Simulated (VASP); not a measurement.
**AlAs: single point with PBE**

The system is AlAs.

```xyz
2
Lattice="0.0000 2.7821 2.7821 2.7821 0.0000 2.7821 2.7821 2.7821 0.0000" Properties=species:S:1:pos:R:3 pbc="T T T"
Al    0.0000    0.0000    0.0000
As    1.3911    1.3911    1.3911
```

This cell differs from its parent crystal: strain -2.0%.

| Item | Value |
| --- | --- |
| Program | VASP 6.6.1 |
| Task | single point |
| Functional | PBE |
| Potentials or basis | VASP PAW PBE potentials, release 64 (Al, As) |
| Cutoff | 500 eV |
| k mesh | 8 × 8 × 8 |
| Occupations | fermi-dirac, width 0.02 eV |
| Spin | no spin polarisation |

The pressure is 7.3 GPa. The band gap on the k mesh is 1.34 eV, indirect (least direct gap 2.48 eV).

Levels at points of the mesh, in eV from the valence-band top:
```
           k point  band 2  band 3  band 4  band 5  band 6  band 7
(0.00, 0.00, 0.00)    0.00    0.00    0.00    2.48    4.38    4.38
(0.50, 0.00, 0.00)   -5.81   -0.86   -0.86    2.34    4.71    4.71
(0.50, 0.50, 0.00)   -5.62   -2.29   -2.29    1.34    2.29   10.74
```

Run time: 6.1 s on 1 thread of Intel(R) Xeon(R) 6975P-C (Granite Rapids) (shared host), peak memory 0.16 GiB.

Caveat: the cell differs from its parent crystal (strain -2.0%). A k mesh can miss the band edges.
